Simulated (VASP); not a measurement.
A run of VASP 6.6.1 is set up as follows.

The input INCAR:

```
SYSTEM = TiN
PREC = Accurate
ENCUT = 600
EDIFF = 1E-6
ISMEAR = 0
SIGMA = 0.1
LREAL = .FALSE.
LASPH = .TRUE.
NELM = 60
ALGO = Normal
ISIF = 3
LWAVE = .FALSE.
LCHARG = .FALSE.
IBRION = 2
NSW = 100
EDIFFG = -0.002
```

File KPOINTS:

```
regular mesh
0
G
  24 24 24
  0 0 0
```

The input POSCAR:

```
TiN
1.0
    0.0000000000      2.0862956476      2.0862956476
    2.0862956476      0.0000000000      2.0862956476
    2.0862956476      2.0862956476      0.0000000000
Ti N
1 1
Direct
    0.0000000000      0.0000000000      0.0000000000
    0.5000000000      0.5000000000      0.5000000000
```

Potentials or basis: VASP PAW LDA potentials, release 64 (Ti_sv, N).

The run is started by

```console
$ cat potpaw_LDA.64/Ti_sv/POTCAR potpaw_LDA.64/N/POTCAR > POTCAR
$ mpirun -np 1 vasp_std > vasp.out
```

**Question.** Predict the space group after relaxing (to 0.05 Å).

**Answer.** Fm-3m (No. 225).

**Question.** Estimate the relaxed cell.

**Answer.** a = 2.953 Å, b = 2.953 Å, c = 2.953 Å, α = 60.00°, β = 60.00°, γ = 60.00°.

**Question.** Estimate the relaxed volume.

**Answer.** 9.10 Å³/atom.

Final structure:
```xyz
2
Lattice="0.0000 2.0880 2.0880 2.0880 0.0000 2.0880 2.0880 2.0880 0.0000" Properties=species:S:1:pos:R:3 pbc="T T T"
Ti    0.0000    0.0000    0.0000
N     2.0880    2.0880    2.0880
```
